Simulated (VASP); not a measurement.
# Sr4O3 (P-43m) in VASP: further runs

Runs on Sr4O3. Level: PBE. Tasks: relaxation of cell and atoms.

Everything below comes from runs of VASP 6.6.1. Logs are shortened: lines on timing, memory, paths and dates and some standing lists are left out, and cuts for length are marked.

## (1) The cell of the first run

Symmetry: P-43m, No. 215, cubic system. Conventional cell: a = 5.408 Å, b = 5.408 Å, c = 5.408 Å, α = 90.00°, β = 90.00°, γ = 90.00°. Sr (site symmetry 3m) has 3 O at 2.45 Å within 3.2 Å. O (site symmetry -42m) has 4 Sr at 2.45 Å within 3.2 Å.

## (2) Relaxation of cell and atoms, PBE

INCAR reads:

```
SYSTEM = Sr4O3
PREC = Accurate ; ENCUT = 600
EDIFF = 1E-6 ; ISMEAR = 0
SIGMA = 0.1 ; LREAL = .False.
LASPH = .True. ; NELM = 60
ALGO = Normal ; ISIF = 3
LWAVE = .False. ; LCHARG = .False.
GGA = PE ; IBRION = 2
NSW = 90 ; EDIFFG = -0.04
```

KPOINTS reads:

```
regular mesh
0
Gamma
  4 4 4
  0 0 0
```

POSCAR reads:

```
Sr4O3
1.0
    5.4081809400      0.0000000000      0.0000000000
    0.0000000000      5.4081809400      0.0000000000
    0.0000000000      0.0000000000      5.4081809400
Sr O
4 3
Direct
    0.7206873300      0.7206873300      0.7206873300
    0.2793126700      0.2793126700      0.7206873300
    0.2793126700      0.7206873300      0.2793126700
    0.7206873300      0.2793126700      0.2793126700
    0.0000000000      0.0000000000      0.5000000000
    0.5000000000      0.0000000000      0.0000000000
    0.0000000000      0.5000000000      0.0000000000
```

Potentials or basis: VASP PAW PBE potentials, release 64 (Sr_sv, O).

Run with:

```
cat potpaw_PBE.64/Sr_sv/POTCAR potpaw_PBE.64/O/POTCAR > POTCAR
mpirun -np 1 vasp_std > vasp.out
```

OUTCAR:

```text
SYSTEM = Sr4O3
   PREC = Accurate
   ENCUT = 600
   EDIFF = 1E-6
   ISMEAR = 0
   LREAL = .False.
   LASPH = .True.
   NELM = 60
   ISIF = 3
   GGA = PE
   IBRION = 2
   NSW = 90
   EDIFFG = -0.04

 ion  position               nearest neighbor table
   1  0.721  0.721  0.721-   5 2.45   6 2.45   7 2.45   2 3.38   3 3.38   4 3.38   2 3.85   3 3.85
                             2 3.85   4 3.85   3 3.85   4 3.85   3 4.27   4 4.27   2 4.27
   2  0.279  0.279  0.721-   5 2.45   6 2.45   7 2.45   1 3.38   3 3.38   4 3.38   3 3.85   4 3.85
                             1 3.85   3 3.85   1 3.85   4 3.85   3 4.27   4 4.27   1 4.27
   3  0.279  0.721  0.279-   5 2.45   6 2.45   7 2.45   1 3.38   2 3.38   4 3.38   2 3.85   4 3.85
                             1 3.85   2 3.85   1 3.85   4 3.85   2 4.27   4 4.27   1 4.27
   4  0.721  0.279  0.279-   5 2.45   6 2.45   7 2.45   1 3.38   2 3.38   3 3.38   2 3.85   3 3.85
                             1 3.85   2 3.85   1 3.85   3 3.85   2 4.27   3 4.27   1 4.27
   5  0.000  0.000  0.500-   1 2.45   2 2.45   3 2.45   4 2.45
   6  0.500  0.000  0.000-   1 2.45   2 2.45   3 2.45   4 2.45
   7  0.000  0.500  0.000-   1 2.45   2 2.45   3 2.45   4 2.45

  LATTYP: Found a simple cubic cell.
 ALAT       =     5.4081809400

  Lattice vectors:

 A1 = (   5.4081809400,   0.0000000000,   0.0000000000)
 A2 = (   0.0000000000,   5.4081809400,   0.0000000000)
 A3 = (   0.0000000000,   0.0000000000,   5.4081809400)

Analysis of symmetry for initial positions (statically):
=====================================================================
 Subroutine PRICEL returns:
 Original cell was already a primitive cell.

 Routine SETGRP: Setting up the symmetry group for a
 simple cubic supercell.

 Subroutine GETGRP returns: Found 24 space group operations
 (whereof 24 operations were pure point group operations)
 out of a pool of 48 trial point group operations.

The static configuration has the point symmetry T_d .

Analysis of symmetry for dynamics (positions and initial velocities):
=====================================================================
 Subroutine PRICEL returns:
 Original cell was already a primitive cell.

 Routine SETGRP: Setting up the symmetry group for a
 simple cubic supercell.

 Subroutine GETGRP returns: Found 24 space group operations
 (whereof 24 operations were pure point group operations)
 out of a pool of 48 trial point group operations.

The dynamic configuration has the point symmetry T_d .

 Subroutine INISYM returns: Found 24 space group operations
 (whereof 24 operations are pure point group operations),
 and found     1 'primitive' translations

----------------------------------------------------------------------------------------

                                     Primitive cell

  volume of cell :     158.1808

  direct lattice vectors                    reciprocal lattice vectors
     5.408180940  0.000000000  0.000000000     0.184905056  0.000000000  0.000000000
     0.000000000  5.408180940  0.000000000     0.000000000  0.184905056  0.000000000
     0.000000000  0.000000000  5.408180940     0.000000000  0.000000000  0.184905056

  length of vectors
     5.408180940  5.408180940  5.408180940     0.184905056  0.184905056  0.184905056

  position of ions in fractional coordinates (direct lattice)
     0.720687330  0.720687330  0.720687330
     0.279312670  0.279312670  0.720687330
     0.279312670  0.720687330  0.279312670
     0.720687330  0.279312670  0.279312670
     0.000000000  0.000000000  0.500000000
     0.500000000  0.000000000  0.000000000
     0.000000000  0.500000000  0.000000000

  ion indices of the primitive-cell ions
   primitive index   ion index
                 1           1
                 2           2
                 3           3
                 4           4
                 5           5
                 6           6
                 7           7

----------------------------------------------------------------------------------------

 KPOINTS: regular mesh

Automatic generation of k-mesh.
 Grid dimensions read from file:
 generate k-points for:    4    4    4

 Generating k-lattice:

  Cartesian coordinates                     Fractional coordinates (reciprocal lattice)
     0.046226264  0.000000000  0.000000000     0.250000000  0.000000000  0.000000000
     0.000000000  0.046226264  0.000000000     0.000000000  0.250000000  0.000000000
     0.000000000  0.000000000  0.046226264     0.000000000  0.000000000  0.250000000

  Length of vectors
     0.046226264  0.046226264  0.046226264

  Shift w.r.t. Gamma in fractional coordinates (k-lattice)
     0.000000000  0.000000000  0.000000000

 Subroutine IBZKPT returns following result:
 ===========================================

 Found     10 irreducible k-points:

 Following reciprocal coordinates:
            Coordinates               Weight
  0.000000  0.000000  0.000000      1.000000
  0.250000  0.000000  0.000000      6.000000
  0.500000  0.000000  0.000000      3.000000
  0.250000  0.250000  0.000000     12.000000
  0.500000  0.250000  0.000000     12.000000
  0.500000  0.500000  0.000000      3.000000
  0.250000  0.250000  0.250000      8.000000
  0.500000  0.250000  0.250000     12.000000
  0.500000  0.500000  0.250000      6.000000
  0.500000  0.500000  0.500000      1.000000
   k-points           NKPTS =     10   k-points in BZ     NKDIM =     10   number of bands    NBANDS=     34
   number of dos      NEDOS =    301   number of ions     NIONS =      7
   total plane-waves  NPLWV = 110592
   dimension x,y,z NGX =    48 NGY =   48 NGZ =   48
   dimension x,y,z NGXF=    96 NGYF=   96 NGZF=   96
   ions per type =               4   3
   NGX,Y,Z   is equivalent  to a cutoff of  14.76, 14.76, 14.76 a.u.
   NGXF,Y,Z  is equivalent  to a cutoff of  29.51, 29.51, 29.51 a.u.
 SYSTEM =  Sr4O3
   PREC   = accura    normal or accurate (medium, high low for compatibility)
   ISTART =      0    job   : 0-new  1-cont  2-samecut
   ICHARG =      2    charge: 1-file 2-atom 10-const
   ISPIN  =      1    spin polarized calculation?
   LNONCOLLINEAR =      F non collinear calculations
   LSORBIT =      F    spin-orbit coupling
   LASPH  =      T    aspherical Exc in radial PAW
   ENCUT  =  600.0 eV  44.10 Ry    6.64 a.u.  10.80 10.80 10.80*2*pi/ulx,y,z
   NELM   =     60;   NELMIN=  2; NELMDL= -5     # of ELM steps
   EDIFF  = 0.1E-05   stopping-criterion for ELM
   LREAL  =      F    real-space projection
   EDIFFG = -.4E-01   stopping-criterion for IOM
   NSW    =     90    number of steps for IOM
   IBRION =      2    ionic relax: 0-MD 1-quasi-New 2-CG
   NFREE  =      1    steps in history (QN), initial steepest desc. (CG)
   ISIF   =      3    stress and relaxation
   ISYM   =      2    0-nonsym 1-usesym 2-fastsym
   POTIM  = 0.5000    time-step for ionic-motion
   TEBEG  =    0.0;   TEEND  =   0.0 temperature during run
   PSTRESS=    0.0 pullay stress
   NELECT =      58.0000    total number of electrons
   NUPDOWN=      -1.0000    fix difference up-down
   EMIN   =  10.00;   EMAX   =-10.00  energy-range for DOS
   EFERMI =   0.00;   METHOD = LEGACY
   ISMEAR =     0;   SIGMA  =   0.10  broadening in eV -4-tet -1-fermi 0-gaus
   EFERMI_NEDOS =   21; number of points for ismear=-14 and -15
   IALGO  =     38    algorithm
   IMIX   =      4    mixing-type and parameters
     AMIX     =   0.40;   BMIX     =  1.00
     AMIX_MAG =   1.60;   BMIX_MAG =  1.00
  volume/ion in A,a.u.               =      22.60       152.49
  Fermi-wavevector in a.u.,A,eV,Ry     =   1.171745  2.214276 18.680600  1.372985
  Thomas-Fermi vector in A             =   2.308184
   LORBIT       =      0    0 simple, 1 ext, 2 COOP (PROOUT), +10 PAW based schemes
   GGA     = PE    functional components
   LHFCALC =     F    Hartree Fock is set to
   AEXX    =    0.0000 exact exchange contribution
   IVDW    =     0    specifies the selected vdW correction
   LEPSILON=     F    determine dielectric tensor
   LRPA    =     F    only Hartree local field effects (RPA)
 conjugate gradient relaxation of ions
 non-spin polarized calculation
 Gauss-broadening in eV      SIGMA  =   0.10
  energy-cutoff  :      600.00
  volume of cell :      158.18
 maximum number of plane-waves:      5294
 NGX is ok and might be reduce to    48
   NGX = 21   NGY = 21   NGZ = 21

--------------------------------------- Ionic step        1  -------------------------------------------

 number of electron      57.9999992 magnetization

 Free energy of the ion-electron system (eV)
  ---------------------------------------------------
  ext. energy  EPLUGINS =         0.00000000
  ---------------------------------------------------
  free energy    TOTEN  =       -33.61400291 eV

  energy without entropy =      -33.61366279  energy(sigma->0) =      -33.61383285

------------------------ aborting loop because EDIFF is reached ----------------------------------------

  FORCE on cell =-STRESS in cart. coord.  units (eV):
  Direction    XX          YY          ZZ          XY          YZ          ZX
  --------------------------------------------------------------------------------------
  -------------------------------------------------------------------------------------
  Total        6.5213711      6.5213711      6.5213711      0.0000000      0.0000000     -0.0000000
  in kB       66.0535032     66.0535032     66.0535032      0.0000000      0.0000000     -0.0000000
  external PRESSURE =      66.0535032 kB  Pullay stress =       0.0000000 kB
[... 272 lines left out ...]
  energy  without entropy=      -36.6698953050  energy(sigma->0) =      -36.66990395

--------------------------------------- Ionic step        8  -------------------------------------------

 number of electron      58.0000013 magnetization

 Free energy of the ion-electron system (eV)
  ---------------------------------------------------
  ext. energy  EPLUGINS =         0.00000000
  ---------------------------------------------------
  free energy    TOTEN  =       -36.67309075 eV

  energy without entropy =      -36.67304301  energy(sigma->0) =      -36.67306688

 E-fermi :   2.5980     XC(G=0):  -8.2327

 val. band max:        2.3809870349   @ k =   0.5000   0.5000   0.0000
 cond. band min:       2.8149585171   @ k =   0.5000   0.0000   0.0000
 fundamental gap:      0.4339714822
 Fermi energy:         2.5979803202

 k-point     1 :       0.0000    0.0000    0.0000
  band No.  band energies     occupation
      1     -32.8622      2.00000
      2     -32.8042      2.00000
      3     -32.8042      2.00000
      4     -32.8042      2.00000
      5     -16.5421      2.00000
      6     -16.5421      2.00000
[... 393 lines left out ...]
  FREE ENERGIE OF THE ION-ELECTRON SYSTEM (eV)
  ---------------------------------------------------
  free  energy   TOTEN  =       -36.6730907520 eV

  energy  without entropy=      -36.6730430117  energy(sigma->0) =      -36.67306688

 reached required accuracy - stopping structural energy minimisation
```

Wall time 7.2 min (1 thread of Intel Xeon 6975P-C, shared host); peak memory 0.36 GiB.

Results:

* Free energy: -36.6731 eV
* Relaxed volume: 26.87 Å³/atom
* Relaxed cell: a = 5.730 Å, b = 5.730 Å, c = 5.730 Å, α = 90.00°, β = 90.00°, γ = 90.00°
* Space group after relaxing (to 0.05 Å): P-43m (No. 215)
* Energy gained by relaxing: 437.0 meV/atom
* Ionic steps: 8
* Pressure after relaxing: 0.0 GPa
* Largest force after relaxing: 0.007 eV/Å
* Band gap on the k mesh: 0.43 eV, indirect (least direct gap 0.74 eV)

Forces in eV/Å, atoms in the order of the input:
```
Sr   0.004  0.004  0.004
Sr  -0.004 -0.004  0.004
Sr  -0.004  0.004 -0.004
Sr   0.004 -0.004 -0.004
O    0.000  0.000  0.000
O    0.000  0.000  0.000
O    0.000  0.000  0.000
```

The path:
```
step  energy change (eV)  largest force (eV/Å)  pressure (GPa)  volume (Å³)
   1              0.0000                3.8396            6.61       158.18
   2             -2.3954                1.6396            0.00       180.48
   3             -2.8486                0.7344           -2.68       197.10
   4             -2.8543                0.6703           -2.88       198.64
   5             -3.0486                0.0968            0.62       184.87
   6             -3.0495                0.1345            0.36       185.69
   7             -3.0559                0.0772            0.20       186.75
   8             -3.0591                0.0067            0.01       188.11
```

Final structure:
```
Sr O
1.0
     5.72977    0.00000    0.00000
     0.00000    5.72977    0.00000
     0.00000    0.00000    5.72977
Sr O
4 3
Direct
  0.76238 0.76238 0.76238
  0.23762 0.23762 0.76238
  0.23762 0.76238 0.23762
  0.76238 0.23762 0.23762
  0.00000 0.00000 0.50000
  0.50000 0.00000 0.00000
  0.00000 0.50000 0.00000
```

Caveat: the volume moved by over 15 % at a fixed basis, so the end points are rough.

## (3) Relaxation of cell and atoms, PBE

This run uses another cell than the first one, of 26.65 Å³/atom, 1.179 times its volume.

INCAR reads:

```
SYSTEM = Sr4O3
PREC     = Accurate       ! precision mode
ENCUT    = 600            ! plane-wave cutoff, eV
EDIFF    = 1E-6           ! SCF threshold, eV
ISMEAR   = 0              ! smearing method
SIGMA    = 0.02           ! smearing width, eV
LREAL    = .FALSE.        ! projectors in reciprocal space
LASPH    = .TRUE.         ! aspherical terms in the spheres
NELM     = 60             ! most SCF steps
ALGO     = Normal         ! electronic algorithm
ISIF     = 3              ! what is computed and relaxed
LWAVE    = .FALSE.        ! write WAVECAR
LCHARG   = .FALSE.        ! write CHGCAR
GGA      = PE             ! functional
IBRION   = 2              ! ionic algorithm
NSW      = 100            ! ionic steps
EDIFFG   = -0.01          ! ionic threshold
```

KPOINTS reads:

```
Automatic mesh
0
G
  6 6 6
  0 0 0
```

POSCAR reads:

```
Sr4O3
1.0
    5.7140868981      0.0000000000      0.0000000000
    0.0000000000      5.7140868981      0.0000000000
    0.0000000000      0.0000000000      5.7140868981
Sr O
4 3
Direct
    0.7627055426      0.7627055426      0.7627055426
    0.2372944574      0.2372944574      0.7627055426
    0.2372944574      0.7627055426      0.2372944574
    0.7627055426      0.2372944574      0.2372944574
    0.0000000000      0.0000000000      0.5000000000
    0.5000000000      0.0000000000      0.0000000000
    0.0000000000      0.5000000000      0.0000000000
```

Potentials or basis: VASP PAW PBE potentials, release 64 (Sr_sv, O).

Run with:

```
cat potpaw_PBE.64/Sr_sv/POTCAR potpaw_PBE.64/O/POTCAR > POTCAR
mpirun -np 1 vasp_std > vasp.out
```

Wall time 11 min (1 thread of Oxide Virtual Turin-like, shared host); peak memory 0.37 GiB.

Results (log left out):

- Free energy: -36.7007 eV
- Relaxed volume: 26.86 Å³/atom
- Relaxed cell: a = 5.729 Å, b = 5.729 Å, c = 5.729 Å, α = 90.00°, β = 90.00°, γ = 90.00°
- Space group after relaxing (to 0.05 Å): P-43m (No. 215)
- Energy gained by relaxing: 0.3 meV/atom
- Ionic steps: 3
- Pressure after relaxing: 0.0 GPa
- Largest force after relaxing: 0.009 eV/Å
- Band gap on the k mesh: 0.44 eV, indirect (least direct gap 0.74 eV)

Forces on the atoms (eV/Å):
```
Sr   0.005  0.005  0.005
Sr  -0.005 -0.005  0.005
Sr  -0.005  0.005 -0.005
Sr   0.005 -0.005 -0.005
O    0.000  0.000  0.000
O    0.000  0.000  0.000
O    0.000  0.000  0.000
```

The path:
| step | energy change (eV) | largest force (eV/Å) | pressure (GPa) | volume (Å³) |
| --- | --- | --- | --- | --- |
| 1 | 0.0000 | 0.0226 | 0.38 | 186.57 |
| 2 | -0.0017 | 0.0136 | -0.07 | 188.28 |
| 3 | -0.0018 | 0.0085 | 0.01 | 188.02 |

Final structure:
```cif
data_structure
_symmetry_space_group_name_H-M 'P 1'
_symmetry_Int_Tables_number 1
_cell_length_a 5.7288
_cell_length_b 5.7288
_cell_length_c 5.7288
_cell_angle_alpha 90.000
_cell_angle_beta 90.000
_cell_angle_gamma 90.000
_cell_volume 188.02
loop_
_atom_site_label
_atom_site_type_symbol
_atom_site_fract_x
_atom_site_fract_y
_atom_site_fract_z
_atom_site_occupancy
Sr1 Sr 0.76261 0.76261 0.76261 1
Sr2 Sr 0.23739 0.23739 0.76261 1
Sr3 Sr 0.23739 0.76261 0.23739 1
Sr4 Sr 0.76261 0.23739 0.23739 1
O1 O 0.00000 0.00000 0.50000 1
O2 O 0.50000 0.00000 0.00000 1
O3 O 0.00000 0.50000 0.00000 1
```

Levels at points of the mesh, in eV from the valence-band top:
```
           k point  band 25  band 26  band 27  band 28  band 29  band 30  band 31  band 32  band 33  band 34
(0.00, 0.00, 0.00)    -3.22    -2.62    -2.62    -2.62    -1.73     1.42     1.61     1.61     1.86     1.86
(0.50, 0.00, 0.00)    -3.18    -3.08    -3.08    -2.61    -0.30     0.44     1.46     1.65     2.06     2.06
(0.50, 0.50, 0.00)    -3.16    -3.16    -3.15    -3.09     0.00     1.05     1.05     1.06     2.52     2.81
(0.50, 0.50, 0.50)    -3.21    -3.13    -3.13    -3.13    -0.25     1.34     1.34     1.34     2.28     3.88
```
